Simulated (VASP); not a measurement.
Wanted: the native input for a VASP 6.6.1 run.

* Task: single point
* Functional: PBE
* Potentials or basis: VASP PAW PBE potentials, release 64 (Sb, As)
* Cutoff: 520 eV
* k mesh: 3 × 3 × 3
* Occupations: gaussian, width 0.1 eV
* Spin: no spin polarisation
* Dipole correction: no
* Further INCAR settings: ALGO = Normal; EDIFF = 1e-07; NBANDS = 36

The structure of Sb2As3 lies in POSCAR:

```
Sb2As3
1.0
    3.3663455540      1.9435605118      6.1272544344
   -3.3663455540      1.9435605118      6.1272544344
    0.0000000000     -3.8871210236      6.1272544344
Sb As
4 6
Direct
    0.8521800000      0.8521800000      0.8521800000
    0.6478200000      0.6478200000      0.6478200000
    0.1478200000      0.1478200000      0.1478200000
    0.3521800000      0.3521800000      0.3521800000
    0.0562500000      0.4437500000      0.7500000000
    0.7500000000      0.0562500000      0.4437500000
    0.4437500000      0.7500000000      0.0562500000
    0.9437500000      0.5562500000      0.2500000000
    0.2500000000      0.9437500000      0.5562500000
    0.5562500000      0.2500000000      0.9437500000
```

The input as run:

INCAR

```
ALGO = Normal
EDIFF = 1E-7
ENCUT = 520
GGA = PE
ISIF = 2
ISMEAR = 0
LASPH = T
LCHARG = F
LREAL = F
LWAVE = F
NBANDS = 36
NELM = 80
PREC = Accurate
SIGMA = 0.1
```

KPOINTS

```
k-points
0
Gamma
  3 3 3
```

Potentials or basis: VASP PAW PBE potentials, release 64 (Sb, As).

The run is started by

```sh
$ cat potpaw_PBE.64/Sb/POTCAR potpaw_PBE.64/As/POTCAR > POTCAR
$ mpirun -np 1 vasp_std > vasp.out
```

Results of the run:

```
Pressure               : 10.3 GPa
Largest force          : 0.478 eV/Å
Band gap on the k mesh : zero (bands 25 and 26 overlap by 0.58 eV)
```

Caveat: the k points lie up to 0.38 Å⁻¹ apart, too coarse for converged energies and pressures of a metal; spin-orbit coupling is left out, which moves the levels of the heavy elements.

Wall time 2.6 min on 1 thread of Oxide Virtual Turin-like Processor, with other jobs on the host, peak memory 0.33 GiB.
